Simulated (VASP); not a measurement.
Here is a VASP 6.6.1 calculation.

The input INCAR:

```
SYSTEM = WS2
PREC = Accurate ; ENCUT = 520
EDIFF = 1E-6 ; ISMEAR = 0
SIGMA = 0.026000000000000002 ; LREAL = .FALSE.
LASPH = .TRUE. ; NELM = 80
ALGO = Normal ; ISIF = 2
LWAVE = .FALSE. ; LCHARG = .TRUE.
GGA = PE ; LELF = .TRUE.
LVHAR = .TRUE. ; NBANDS = 20
```

KPOINTS

```
Automatic mesh
0
G
  10 10 2
  0 0 0
```

POSCAR

```
WS2
1.0
    3.1835163552      0.0000000000      0.0000000000
   -1.5917581776      2.7570060369      0.0000000000
    0.0000000000      0.0000000000     16.9505778900
W S
1 2
Direct
    0.0000000000      0.0000000000      0.0000000000
    0.3333333333      0.6666666667      0.0920005100
    0.3333333333      0.6666666667      0.9079994900
```

Potentials or basis: VASP PAW PBE potentials, release 64 (W_sv, S).

The run is started by

```sh
$ cat potpaw_PBE.64/W_sv/POTCAR potpaw_PBE.64/S/POTCAR > POTCAR
$ mpirun -np 1 vasp_std > vasp.out
```

What does it give for the band gap on the k mesh?

2.00 eV (least direct gap 2.16 eV).

Predict the largest force.

0.263 eV/Å.

Forces on the atoms (eV/Å):
```
W    0.000  0.000  0.000
S    0.000  0.000  0.263
S    0.000  0.000 -0.263
```

Caveat: spin-orbit coupling is left out, which moves the levels of the heavy elements.
